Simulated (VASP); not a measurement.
Wanted: the native input for a VASP 6.6.1 run.

| Quantity | Value |
| --- | --- |
| Task | single point |
| Functional | PBEsol |
| Potentials or basis | VASP PAW PBE potentials, release 64 (Cs_sv, Li_sv, Sc_sv, F) |
| Cutoff | 520 eV |
| k mesh | 6 × 6 × 6 |
| Occupations | gaussian, width 0.05 eV |
| Spin | no spin polarisation |
| Dipole correction | no |
| Further INCAR settings | ALGO = Normal; EDIFF = 1e-06; NBANDS = 48 |

The structure of Cs2LiScF6 lies in POSCAR:

```
Cs2LiScF6
1.0
    0.0000000000      4.2963951983      4.2963951983
    4.2963951983      0.0000000000      4.2963951983
    4.2963951983      4.2963951983      0.0000000000
Cs Li Sc F
2 1 1 6
Direct
    0.7499476467      0.7500523533      0.7499476467
    0.2499476467      0.2500523533      0.2499476467
    0.4935455371      0.5064544629      0.4935455371
   -0.0063127022      0.0063127022     -0.0063127022
    0.7701630048      0.2298369952      0.2438021910
    0.2438021910      0.2298369952      0.7701630048
    0.2438021910      0.7561978090      0.7701630048
    0.2318684000      0.7681316000      0.2318684000
    0.7582292138      0.2417707862      0.7582292138
    0.7701630048      0.7561978090      0.2438021910
```

This cell differs from its parent crystal: atoms displaced along a vibrational mode.

These files were run (other wordings do the same):

INCAR

```
SYSTEM = Cs2LiScF6
PREC = Accurate
ENCUT = 520
EDIFF = 1E-6
ISMEAR = 0
SIGMA = 0.05
LREAL = .False.
LASPH = .True.
NELM = 80
ALGO = Normal
ISIF = 2
LWAVE = .False.
LCHARG = .True.
GGA = PS
LELF = .True.
LVHAR = .True.
NBANDS = 48
```

KPOINTS

```
regular mesh
0
Gamma
  6 6 6
  0 0 0
```

Potentials or basis: VASP PAW PBE potentials, release 64 (Cs_sv, Li_sv, Sc_sv, F).

Run with:

```bash
$ cat potpaw_PBE.64/Cs_sv/POTCAR potpaw_PBE.64/Li_sv/POTCAR potpaw_PBE.64/Sc_sv/POTCAR potpaw_PBE.64/F/POTCAR > POTCAR
$ mpirun -np 1 vasp_std > vasp.out
```

It gave:

The largest force is 0.537 eV/Å and the band gap on the k mesh is 6.69 eV.

Caveat: the cell differs from its parent crystal (atoms displaced along a vibrational mode); the PAW data sets were made with another functional, which shifts forces and pressure a little; spin-orbit coupling is left out, which moves the levels of the heavy elements.

Run time: 5.2 min on 1 thread of Intel(R) Xeon(R) Platinum 8488C (Sapphire Rapids), with other jobs on the host, peak memory 0.44 GiB.
